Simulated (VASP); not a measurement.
A run of VASP 6.6.1 is set up as follows.

File INCAR:

```
SYSTEM = AlN
PREC = Accurate
ENCUT = 600
EDIFF = 1E-6
ISMEAR = 0
SIGMA = 0.05
LREAL = .FALSE.
LASPH = .TRUE.
NELM = 120
ALGO = Normal
ISIF = 2
LWAVE = .FALSE.
LCHARG = .TRUE.
LELF = .TRUE.
LVHAR = .TRUE.
NBANDS = 11
GGA_COMPAT = .FALSE.
```

Contents of KPOINTS:

```
regular mesh
0
G
  6 6 6
  0 0 0
```

The input POSCAR:

```
AlN
1.0
    0.0000000000      2.1710113026      2.1710113026
    2.1710113026      0.0000000000      2.1710113026
    2.1710113026      2.1710113026      0.0000000000
Al N
1 1
Direct
    0.0000000000      0.0000000000      0.0000000000
    0.2500000000      0.2500000000      0.2500000000
```

Potentials or basis: VASP PAW LDA potentials, release 64 (Al, N).

Run with:

```sh
$ cat potpaw_LDA.64/Al/POTCAR potpaw_LDA.64/N/POTCAR > POTCAR
$ mpirun -np 1 vasp_std > vasp.out
```

(1) Estimate the band gap on the k mesh.

(2) Predict the pressure.

## Answers

(1) 3.23 eV, indirect (least direct gap 4.39 eV).

(2) 0.6 GPa.
